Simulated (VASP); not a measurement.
# Al3Si2B (Fmmm) in VASP: notebook

The runs below take Al3Si2B through relaxation of cell and atoms, single point, with PBE.

Program: VASP 6.6.1. These are calculated values, not measurements. Logs are shortened: lines on timing, memory, paths and dates and some standing lists are left out, and cuts for length are marked.

### Step 1. The cell of the first run

The structure is orthorhombic, space group Fmmm (No. 69). The conventional cell has a = 6.099 Å, b = 7.834 Å, c = 7.938 Å, α = 90.00°, β = 90.00°, γ = 90.00°. Within 2.1 Å of Al (site symmetry mm2) lie 1 B at 1.48 Å and 2 Si at 2.04 Å. Al (site symmetry mmm) has 2 Si at 1.64 Å within 2.2 Å. Within 1.9 Å of Si (site symmetry 2mm) lie 1 B at 1.41 Å and 1 Al at 1.64 Å. B (site symmetry mmm) has 2 Si at 1.41 Å and 2 Al at 1.48 Å within 1.9 Å.

The cell was generated, and may not be a known phase.

### Step 2. Relaxation of cell and atoms, PBE

The input, INCAR:

```
  ALGO = Normal
  EDIFF = 1E-7
  EDIFFG = -0.04
  ENCUT = 600
  GGA = PE
  IBRION = 2
  ISIF = 3
  ISMEAR = 0
  LASPH = True
  LCHARG = False
  LREAL = False
  LWAVE = False
  NELM = 60
  NSW = 90
  PREC = Accurate
  SIGMA = 0.1
```

The input, KPOINTS:

```
k-points
0
Gamma
  4 4 4
```

The input, POSCAR:

```
Al3Si2B
1.0
    0.0000000000      3.9170505800      3.9689702400
    3.0495921400      0.0000000000      3.9689702400
    3.0495921400      3.9170505800      0.0000000000
Al Si B
3 2 1
Direct
    0.1866663600      0.1866663600      0.8133336400
    0.8133336400      0.8133336400      0.1866663600
    0.5000000000      0.5000000000      0.5000000000
    0.2309823500      0.7690176500      0.7690176500
    0.7690176500      0.2309823500      0.2309823500
    0.0000000000      0.0000000000      0.0000000000
```

Potentials or basis: VASP PAW PBE potentials, release 64 (Al, Si, B).

Started as:

```bash
$ cat potpaw_PBE.64/Al/POTCAR potpaw_PBE.64/Si/POTCAR potpaw_PBE.64/B/POTCAR > POTCAR
$ mpirun -np 1 vasp_std > vasp.out
```

OUTCAR:

```text
EDIFF = 1E-7
   EDIFFG = -0.04
   ENCUT = 600
   GGA = PE
   IBRION = 2
   ISIF = 3
   ISMEAR = 0
   LASPH = True
   LREAL = False
   NELM = 60
   NSW = 90
   PREC = Accurate

 ion  position               nearest neighbor table
   1  0.187  0.187  0.813-   6 1.48   5 2.04   4 2.04   3 2.49   2 2.96   4 2.98   5 2.98   2 3.21
                             2 3.21
   2  0.813  0.813  0.187-   6 1.48   5 2.04   4 2.04   3 2.49   1 2.96   5 2.98   4 2.98   1 3.21
                             1 3.21
   3  0.500  0.500  0.500-   4 1.64   5 1.64   1 2.49   2 2.49
   4  0.231  0.769  0.769-   6 1.41   3 1.64   1 2.04   2 2.04   5 2.82   2 2.98   1 2.98
   5  0.769  0.231  0.231-   6 1.41   3 1.64   1 2.04   2 2.04   4 2.82   2 2.98   1 2.98
   6  0.000  0.000  0.000-   4 1.41   5 1.41   1 1.48   2 1.48

  LATTYP: Found a face centered orthorhombic cell.
 ALAT       =     6.0991842800
 B/A-ratio  =     1.2844506413
 C/A-ratio  =     1.3014757573

  Lattice vectors:

 A1 = (   0.0000000000,   3.9170505800,   3.9689702400)
 A2 = (   3.0495921400,   0.0000000000,   3.9689702400)
 A3 = (   3.0495921400,   3.9170505800,   0.0000000000)

Analysis of symmetry for initial positions (statically):
=====================================================================
 Subroutine PRICEL returns:
 Original cell was already a primitive cell.

 Routine SETGRP: Setting up the symmetry group for a
 face centered orthorhombic supercell.

 Subroutine GETGRP returns: Found  8 space group operations
 (whereof  8 operations were pure point group operations)
 out of a pool of  8 trial point group operations.

The static configuration has the point symmetry D_2h.

Analysis of symmetry for dynamics (positions and initial velocities):
=====================================================================
 Subroutine PRICEL returns:
 Original cell was already a primitive cell.

 Routine SETGRP: Setting up the symmetry group for a
 face centered orthorhombic supercell.

 Subroutine GETGRP returns: Found  8 space group operations
 (whereof  8 operations were pure point group operations)
 out of a pool of  8 trial point group operations.

The dynamic configuration has the point symmetry D_2h.

 Subroutine INISYM returns: Found  8 space group operations
 (whereof  8 operations are pure point group operations),
 and found     1 'primitive' translations

----------------------------------------------------------------------------------------

                                     Primitive cell

  volume of cell :      94.8219

  direct lattice vectors                    reciprocal lattice vectors
     0.000000000  3.917050580  3.968970240    -0.163956351  0.127647062  0.125977261
     3.049592140  0.000000000  3.968970240     0.163956351 -0.127647062  0.125977261
     3.049592140  3.917050580  0.000000000     0.163956351  0.127647062 -0.125977261

  length of vectors
     5.576379651  5.005270920  4.964201594     0.242993267  0.242993267  0.242993267

  position of ions in fractional coordinates (direct lattice)
     0.186666360  0.186666360  0.813333640
     0.813333640  0.813333640  0.186666360
     0.500000000  0.500000000  0.500000000
     0.230982350  0.769017650  0.769017650
     0.769017650  0.230982350  0.230982350
     0.000000000  0.000000000  0.000000000

  ion indices of the primitive-cell ions
   primitive index   ion index
                 1           1
                 2           2
                 3           3
                 4           4
                 5           5
                 6           6

----------------------------------------------------------------------------------------

 KPOINTS: k-points

Automatic generation of k-mesh.
 Grid dimensions read from file:
 generate k-points for:    4    4    4

 Generating k-lattice:

  Cartesian coordinates                     Fractional coordinates (reciprocal lattice)
    -0.040989088  0.031911766  0.031494315     0.250000000  0.000000000 -0.000000000
     0.040989088 -0.031911766  0.031494315     0.000000000  0.250000000  0.000000000
     0.040989088  0.031911766 -0.031494315    -0.000000000  0.000000000  0.250000000

  Length of vectors
     0.060748317  0.060748317  0.060748317

  Shift w.r.t. Gamma in fractional coordinates (k-lattice)
     0.000000000  0.000000000  0.000000000

 Subroutine IBZKPT returns following result:
 ===========================================

 Found     18 irreducible k-points:

 Following reciprocal coordinates:
            Coordinates               Weight
  0.000000  0.000000  0.000000      1.000000
  0.250000 -0.000000  0.000000      8.000000
  0.500000 -0.000000  0.000000      4.000000
  0.250000  0.250000  0.000000      2.000000
  0.500000  0.250000  0.000000      8.000000
 -0.250000  0.250000  0.000000      4.000000
[... 10 lines left out ...]
 -0.250000  0.250000  0.500000      2.000000
  0.000000  0.500000  0.500000      1.000000
   k-points           NKPTS =     18   k-points in BZ     NKDIM =     18   number of bands    NBANDS=     14
   number of dos      NEDOS =    301   number of ions     NIONS =      6
   total plane-waves  NPLWV =  76800
   dimension x,y,z NGX =    48 NGY =   40 NGZ =   40
   dimension x,y,z NGXF=    96 NGYF=   80 NGZF=   80
   ions per type =               3   2   1
   NGX,Y,Z   is equivalent  to a cutoff of  14.31, 13.29, 13.40 a.u.
   NGXF,Y,Z  is equivalent  to a cutoff of  28.62, 26.57, 26.79 a.u.
 SYSTEM =  unknown system
   PREC   = accura    normal or accurate (medium, high low for compatibility)
   ISTART =      0    job   : 0-new  1-cont  2-samecut
   ICHARG =      2    charge: 1-file 2-atom 10-const
   ISPIN  =      1    spin polarized calculation?
   LNONCOLLINEAR =      F non collinear calculations
   LSORBIT =      F    spin-orbit coupling
   LASPH  =      T    aspherical Exc in radial PAW
   ENCUT  =  600.0 eV  44.10 Ry    6.64 a.u.  11.14 10.00  9.91*2*pi/ulx,y,z
   NELM   =     60;   NELMIN=  2; NELMDL= -5     # of ELM steps
   EDIFF  = 0.1E-06   stopping-criterion for ELM
   LREAL  =      F    real-space projection
   EDIFFG = -.4E-01   stopping-criterion for IOM
   NSW    =     90    number of steps for IOM
   IBRION =      2    ionic relax: 0-MD 1-quasi-New 2-CG
   NFREE  =      1    steps in history (QN), initial steepest desc. (CG)
   ISIF   =      3    stress and relaxation
   ISYM   =      2    0-nonsym 1-usesym 2-fastsym
   POTIM  = 0.5000    time-step for ionic-motion
   TEBEG  =    0.0;   TEEND  =   0.0 temperature during run
   PSTRESS=    0.0 pullay stress
   NELECT =      20.0000    total number of electrons
   NUPDOWN=      -1.0000    fix difference up-down
   EMIN   =  10.00;   EMAX   =-10.00  energy-range for DOS
   EFERMI =   0.00;   METHOD = LEGACY
   ISMEAR =     0;   SIGMA  =   0.10  broadening in eV -4-tet -1-fermi 0-gaus
   EFERMI_NEDOS =   21; number of points for ismear=-14 and -15
   IALGO  =     38    algorithm
   IMIX   =      4    mixing-type and parameters
     AMIX     =   0.40;   BMIX     =  1.00
     AMIX_MAG =   1.60;   BMIX_MAG =  1.00
  volume/ion in A,a.u.               =      15.80       106.65
  Fermi-wavevector in a.u.,A,eV,Ry     =   0.974500  1.841538 12.920780  0.949651
  Thomas-Fermi vector in A             =   2.104965
   LORBIT       =      0    0 simple, 1 ext, 2 COOP (PROOUT), +10 PAW based schemes
   GGA     = PE    functional components
   LHFCALC =     F    Hartree Fock is set to
   AEXX    =    0.0000 exact exchange contribution
   IVDW    =     0    specifies the selected vdW correction
   LEPSILON=     F    determine dielectric tensor
   LRPA    =     F    only Hartree local field effects (RPA)
 conjugate gradient relaxation of ions
 non-spin polarized calculation
 Gauss-broadening in eV      SIGMA  =   0.10
  energy-cutoff  :      600.00
  volume of cell :       94.82
 maximum number of plane-waves:      3182
 NGX is ok and might be reduce to    48
   NGX = 23   NGY = 19   NGZ = 19

--------------------------------------- Ionic step        1  -------------------------------------------

 number of electron      20.0000000 magnetization

 Free energy of the ion-electron system (eV)
  ---------------------------------------------------
  ext. energy  EPLUGINS =         0.00000000
  ---------------------------------------------------
  free energy    TOTEN  =         8.00363412 eV

  energy without entropy =        8.01332137  energy(sigma->0) =        8.00847774

------------------------ aborting loop because EDIFF is reached ----------------------------------------

  FORCE on cell =-STRESS in cart. coord.  units (eV):
  Direction    XX          YY          ZZ          XY          YZ          ZX
  --------------------------------------------------------------------------------------
  -------------------------------------------------------------------------------------
  Total      166.3071972     -2.0068765     76.5601892     -0.0000000      0.0000000      0.0000000
  in kB     2810.0422486    -33.9095840   1293.6142864     -0.0000000      0.0000000      0.0000000
  external PRESSURE =    1356.5823170 kB  Pullay stress =       0.0000000 kB
[... 716 lines left out ...]
 k-point    18 :       0.0000    0.5000    0.5000
  band No.  band energies     occupation
      1      -6.7434      2.00000
      2      -4.8162      2.00000
      3      -2.5883      2.00000
      4      -1.7811      2.00000
      5       0.0943      2.00000
      6       0.8686      2.00000
      7       1.6991      2.00000
      8       1.8567      2.00000
      9       2.6783      2.00000
     10       3.1009      2.00000
     11       4.2453      0.02483
     12       5.3010      0.00000
     13       5.8441      0.00000
     14       6.7738      0.00000

[... ionic steps 4 to 26 ...]

--------------------------------------- Ionic step       27  -------------------------------------------

 number of electron      20.0000000 magnetization

------------------------ aborting loop because EDIFF is reached ----------------------------------------

  FORCE on cell =-STRESS in cart. coord.  units (eV):
  Direction    XX          YY          ZZ          XY          YZ          ZX
  --------------------------------------------------------------------------------------
  -------------------------------------------------------------------------------------
  Total       -0.0563890      0.1764424      0.1348154      0.0000000      0.0000000      0.0000000
  in kB       -0.8100568      2.5346844      1.9366918      0.0000000      0.0000000      0.0000000
  external PRESSURE =       1.2204398 kB  Pullay stress =       0.0000000 kB
[... 65 lines left out ...]
  energy  without entropy=      -26.1870171985  energy(sigma->0) =      -26.18908628

--------------------------------------- Ionic step       29  -------------------------------------------

 number of electron      20.0000000 magnetization

 Free energy of the ion-electron system (eV)
  ---------------------------------------------------
  ext. energy  EPLUGINS =         0.00000000
  ---------------------------------------------------
  free energy    TOTEN  =       -26.19188609 eV

  energy without entropy =      -26.18768967  energy(sigma->0) =      -26.18978788

 E-fermi :   5.6423     XC(G=0):  -9.3564

 val. band max:        5.5405442432   @ k =  -0.2500   0.2500   0.5000
 cond. band min:       5.6575663151   @ k =   0.2500   0.2500   0.0000
 fundamental gap:      0.1170220720
 Fermi energy:         5.6423025706

 k-point     1 :       0.0000    0.0000    0.0000
  band No.  band energies     occupation
      1      -6.5017      2.00000
      2      -1.1474      2.00000
      3      -0.6110      2.00000
      4       0.0284      2.00000
      5       0.4780      2.00000
      6       1.9197      2.00000
      7       1.9878      2.00000
      8       2.4620      2.00000
      9       3.8397      2.00000
     10       4.5522      2.00000
     11       4.9250      2.00000
     12       5.9392      0.00003
[... 322 lines left out ...]
  FREE ENERGIE OF THE ION-ELECTRON SYSTEM (eV)
  ---------------------------------------------------
  free  energy   TOTEN  =       -26.1918860924 eV

  energy  without entropy=      -26.1876896684  energy(sigma->0) =      -26.18978788

 reached required accuracy - stopping structural energy minimisation
```

It took 13 min on 1 thread of Intel Xeon Platinum 8259CL at 2.50GHz (Skylake/Cascade Lake), shared host; peak memory 0.28 GiB.

Results:

```
Free energy                           : -26.1919 eV
Relaxed volume                        : 18.61 Å³/atom
Relaxed cell                          : a = 5.619 Å, b = 6.843 Å, c = 5.171 Å, α = 53.61°, β = 78.59°, γ = 47.79°
Space group after relaxing (to 0.1 Å) : Fmmm (No. 69)
Energy gained by relaxing             : 5699.3 meV/atom
Ionic steps                           : 29
Pressure after relaxing               : 0.0 GPa
Largest force after relaxing          : 0.011 eV/Å
Band gap on the k mesh                : zero (bands 10 and 11 overlap by 2.17 eV)
```

Forces in eV/Å, atoms in the order of the input:
```
Al   0.000  0.000 -0.011
Al   0.000  0.000  0.011
Al   0.000  0.000  0.000
Si   0.001  0.000  0.000
Si  -0.001  0.000  0.000
B    0.000  0.000  0.000
```

The path:
| step | energy change (eV) | largest force (eV/Å) | pressure (GPa) | volume (Å³) |
| --- | --- | --- | --- | --- |
| 1 | 0.0000 | 24.6098 | 135.66 | 94.82 |
| 2 | -17.2637 | 5.5202 | -0.73 | 352.26 |
| 3 | -17.9721 | 5.1912 | -1.12 | 334.69 |
| 4 | -18.7270 | 4.8960 | -1.53 | 317.21 |
| 5 | -25.3807 | 4.3727 | -2.83 | 191.45 |
| 6 | -26.7954 | 7.7615 | 10.21 | 139.45 |
| 7 | -26.7083 | 4.6076 | 0.79 | 162.90 |
| 8 | -26.9146 | 5.4573 | 2.84 | 155.69 |
| 9 | -26.9464 | 5.7342 | 3.40 | 153.83 |
| 10 | -29.5788 | 2.0633 | -5.85 | 169.17 |
| 11 | -29.7541 | 1.7601 | -6.32 | 172.58 |
| 12 | -29.8884 | 1.3532 | -6.67 | 179.44 |
| 13 | -30.9619 | 2.1420 | -3.23 | 153.76 |
| 14 | -31.0171 | 2.9888 | -1.61 | 148.53 |
| 15 | -31.6912 | 2.1198 | 0.00 | 134.81 |
| 16 | -31.7868 | 2.0441 | 1.45 | 129.53 |
| 17 | -32.5938 | 1.2378 | -1.83 | 124.99 |
| 18 | -33.3498 | 0.8517 | -3.35 | 115.00 |
| 19 | -33.7736 | 1.1275 | 0.42 | 107.95 |
| 20 | -33.7788 | 1.2048 | 1.31 | 106.97 |
| 21 | -34.0384 | 0.6982 | 1.38 | 107.39 |
| 22 | -34.0587 | 0.5687 | 1.71 | 107.51 |
| 23 | -34.1370 | 0.3579 | 0.43 | 109.96 |
| 24 | -34.1681 | 0.3712 | -0.72 | 112.76 |
| 25 | -34.1907 | 0.1239 | -0.23 | 112.03 |
| 26 | -34.1919 | 0.1161 | -0.33 | 112.16 |
| 27 | -34.1946 | 0.0623 | 0.12 | 111.53 |
| 28 | -34.1948 | 0.0580 | 0.26 | 111.34 |
| 29 | -34.1955 | 0.0108 | 0.05 | 111.63 |

Final structure:
```cif
data_structure
_symmetry_space_group_name_H-M 'P 1'
_symmetry_Int_Tables_number 1
_cell_length_a 5.6194
_cell_length_b 6.8427
_cell_length_c 5.1707
_cell_angle_alpha 53.611
_cell_angle_beta 78.595
_cell_angle_gamma 47.794
_cell_volume 111.63
loop_
_atom_site_label
_atom_site_type_symbol
_atom_site_fract_x
_atom_site_fract_y
_atom_site_fract_z
_atom_site_occupancy
Al1 Al 0.20650 0.20650 0.79350 1
Al2 Al 0.79350 0.79350 0.20650 1
Al3 Al 0.50000 0.50000 0.50000 1
Si1 Si 0.21168 0.78832 0.78832 1
Si2 Si 0.78832 0.21168 0.21168 1
B1 B 0.00000 0.00000 0.00000 1
```

Levels at points of the mesh, in eV from the Fermi level:
```tsv
k point	band 7	band 8	band 9	band 10	band 11	band 12	band 13	band 14
(0.00, 0.00, 0.00)	-3.65	-3.18	-1.80	-1.09	-0.72	0.30	1.01	1.77
(0.50, 0.00, 0.00)	-2.13	-1.51	-0.89	-0.16	0.80	1.35	1.73	2.70
(0.50, 0.50, 0.00)	-3.20	-2.82	-1.49	-0.62	-0.32	0.71	2.49	2.97
(0.50, 0.00, 0.50)	-2.48	-1.57	-0.77	0.86	0.87	2.37	2.67	2.75
(0.00, 0.50, 0.50)	-2.45	-2.40	-1.46	-1.10	-0.59	-0.15	1.78	3.05
```

Caveat: the k points lie up to 0.40 Å⁻¹ apart in the final cell, too coarse for converged energies and pressures of a metal; the volume moved by over 15 % at a fixed basis, so the end points are rough.

### Step 3. Single point, PBE

This run uses another cell than the first one, of 18.84 Å³/atom.

The input, INCAR:

```
SYSTEM = Al3Si2B
ALGO = Normal ; EDIFF = 1E-7
ENCUT = 520 ; GGA = PE
ISIF = 2 ; ISMEAR = 0
LASPH = .True. ; LCHARG = .False.
LREAL = .False. ; LWAVE = .False.
NBANDS = 19 ; NELM = 80
PREC = Accurate ; SIGMA = 0.1
```

The input, KPOINTS:

```
k-points
0
Gamma
  10 10 10
  0 0 0
```

The input, POSCAR:

```
Al3Si2B
1.0
    0.0000000000      4.6136807090      5.1657667470
    2.3711122211      0.0000000000      5.1657667470
    2.3711122211      4.6136807090      0.0000000000
Al Si B
3 2 1
Direct
    0.2033510987      0.2033510987      0.7966489013
    0.7966489013      0.7966489013      0.2033510987
    0.5000000000      0.5000000000      0.5000000000
    0.7881508803      0.2118491197      0.7881508803
    0.2118491197      0.7881508803      0.2118491197
    0.0000000000      0.0000000000      0.0000000000
```

Potentials or basis: VASP PAW PBE potentials, release 64 (Al, Si, B).

Started as:

```bash
$ cat potpaw_PBE.64/Al/POTCAR potpaw_PBE.64/Si/POTCAR potpaw_PBE.64/B/POTCAR > POTCAR
$ mpirun -np 1 vasp_std > vasp.out
```

Run time: 8.7 min. Hardware: 1 thread of Intel Xeon Platinum 8259CL at 2.50GHz (Skylake/Cascade Lake), shared host; peak memory 0.52 GiB.

The run converged. Its results:

| Item | Value |
| --- | --- |
| Free energy | -26.1876 eV |
| Pressure | -0.1 GPa |
| Largest force | 0.011 eV/Å |
| Band gap on the k mesh | zero (bands 10 and 11 overlap by 2.17 eV) |

Forces on the atoms (eV/Å):
```
Al   0.000  0.000 -0.009
Al   0.000  0.000  0.009
Al   0.000  0.000  0.000
Si   0.000  0.011  0.000
Si   0.000 -0.011  0.000
B    0.000  0.000  0.000
```

Levels at points of the mesh, in eV from the Fermi level:
| k point | band 7 | band 8 | band 9 | band 10 | band 11 | band 12 | band 13 | band 14 |
| --- | --- | --- | --- | --- | --- | --- | --- | --- |
| (0.00, 0.00, 0.00) | -3.81 | -3.20 | -1.90 | -1.15 | -0.68 | 0.24 | 0.78 | 1.53 |
| (0.50, 0.00, 0.00) | -2.36 | -1.66 | -1.16 | -0.27 | 0.56 | 1.10 | 1.82 | 2.69 |
| (0.50, 0.50, 0.00) | -3.22 | -2.82 | -1.76 | -0.78 | -0.50 | 0.53 | 2.14 | 2.93 |
| (0.50, 0.00, 0.50) | -2.60 | -2.55 | -1.50 | -1.01 | -0.77 | -0.40 | 1.66 | 2.90 |
| (0.00, 0.50, 0.50) | -2.57 | -1.75 | -0.96 | 0.66 | 0.83 | 2.17 | 2.33 | 2.58 |

(Part 1 of 2 ends here.)

The gap in the log of VASP goes by the Fermi energy; the results here count the filled bands.